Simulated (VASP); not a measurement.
Wanted: the native input for a VASP 6.6.1 run.

| Item | Value |
| --- | --- |
| Task | single point |
| Functional | PBE |
| Dispersion | D3(BJ) |
| Potentials or basis | VASP PAW PBE potentials, release 64 (W_sv, Se) |
| Cutoff | 520 eV |
| k mesh | 12 × 12 × 2 |
| Occupations | gaussian, width 0.02 eV |
| Spin | no spin polarisation |
| Dipole correction | no |
| Further INCAR settings | ALGO = Normal; EDIFF = 1e-07; NBANDS = 35 |

The structure of WSe2 lies in POSCAR:

```
WSe2
1.0
    3.1316109510      0.0000000000      0.0000000000
   -1.5658054755      2.7120546383      0.0000000000
    0.0000000000      0.0000000000     13.0207475256
W Se
2 4
Direct
    0.6666666667      0.3333333333      0.2499902346
    0.3333333333      0.6666666667      0.7500097654
    0.3333333333      0.6666666667      0.3837965523
    0.6666666667      0.3333333333      0.8838148638
    0.3333333333      0.6666666667      0.1161851362
    0.6666666667      0.3333333333      0.6162034477
```

One way to write it, as run:

INCAR

```
SYSTEM = WSe2
PREC     = Accurate       ! precision mode
ENCUT    = 520            ! plane-wave cutoff, eV
EDIFF    = 1E-7           ! SCF threshold, eV
ISMEAR   = 0              ! smearing method
SIGMA    = 0.02           ! smearing width, eV
LREAL    = .False.        ! projectors in reciprocal space
LASPH    = .True.         ! aspherical terms in the spheres
NELM     = 80             ! most SCF steps
ALGO     = Normal         ! electronic algorithm
ISIF     = 2              ! what is computed and relaxed
LWAVE    = .False.        ! write WAVECAR
LCHARG   = .True.         ! write CHGCAR
GGA      = PE             ! functional
IVDW     = 12             ! dispersion correction
LELF     = .True.         ! ELF
LVHAR    = .True.       
NBANDS   = 35             ! bands
```

KPOINTS

```
regular mesh
0
Gamma
  12 12 2
  0 0 0
```

Potentials or basis: VASP PAW PBE potentials, release 64 (W_sv, Se).

Command:

```console
$ cat potpaw_PBE.64/W_sv/POTCAR potpaw_PBE.64/Se/POTCAR > POTCAR
$ mpirun -np 1 vasp_std > vasp.out
```

Results of the run:

The pressure is 8.9 GPa and the largest force is 0.056 eV/Å. The band gap on the k mesh is 0.79 eV, indirect (least direct gap 1.50 eV) and the dispersion energy per atom is -0.513 eV.

Caveat: spin-orbit coupling is left out, which moves the levels of the heavy elements.

It took 70 s on 1 thread of Intel(R) Xeon(R) 6975P-C (Granite Rapids), with other jobs on the host, peak memory 0.3 GiB.
